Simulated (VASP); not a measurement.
A run of VASP 6.6.1 is set up as follows.

File INCAR:

```
SYSTEM = Rh
PREC = Accurate
ENCUT = 520
EDIFF = 1E-7
ISMEAR = -1
SIGMA = 0.1
LREAL = .False.
LASPH = .True.
NELM = 80
ALGO = Normal
ISIF = 2
LWAVE = .False.
LCHARG = .False.
GGA = PE
NBANDS = 14
```

The input KPOINTS:

```
regular mesh
0
Gamma
  17 17 17
  0 0 0
```

The input POSCAR:

```
Rh
1.0
    0.0000000000      1.9343015936      1.9343015936
    1.9343015936      0.0000000000      1.9343015936
    1.9343015936      1.9343015936      0.0000000000
Rh
1
Direct
    0.0000000000      0.0000000000      0.0000000000
```

Potentials or basis: VASP PAW PBE potentials, release 64 (Rh_pv).

The run is started by

```bash
$ cat potpaw_PBE.64/Rh_pv/POTCAR > POTCAR
$ mpirun -np 1 vasp_std > vasp.out
```

What does it give for the pressure?

-6.7 GPa.
